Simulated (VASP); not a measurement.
A run of VASP 6.6.1:

INCAR

```
SYSTEM = P
PREC = Accurate
ENCUT = 520
EDIFF = 1E-7
ISMEAR = 0
SIGMA = 0.05
LREAL = .False.
LASPH = .True.
NELM = 60
ALGO = Normal
ISIF = 2
LWAVE = .False.
LCHARG = .False.
LDIPOL = .True.
IDIPOL = 3
DIPOL = 0.5 0.5 0.370
GGA = PE
IVDW = 12
NBANDS = 18
```

Contents of KPOINTS:

```
regular mesh
0
Gamma
  9 9 1
  0 0 0
```

File POSCAR:

```
P
1.0
    3.2540552129      0.0000000000      0.0000000000
   -1.6270276064      2.8180944797      0.0000000000
    0.0000000000      0.0000000000     19.9904919088
P
4
Direct
    0.3333333333      0.6666666667      0.2873989285
    0.6666666667      0.3333333333      0.2251070169
    0.0000000000      1.5000000000      0.5152695569
    0.3333333333      1.1666666667      0.4529776454
```

Potentials or basis: VASP PAW PBE potentials, release 64 (P).

Launch:

```console
$ cat potpaw_PBE.64/P/POTCAR > POTCAR
$ mpirun -np 1 vasp_std > vasp.out
```

Hardware: 1 thread of Intel(R) Xeon(R) 6975P-C (Granite Rapids) (shared host).

**Question.** Estimate the wall time of this run.

**Answer.** It took 46 s on 1 thread of Intel(R) Xeon(R) 6975P-C (Granite Rapids) (shared host), peak memory 0.29 GiB. Counts: scf iterations 21, k points 25.
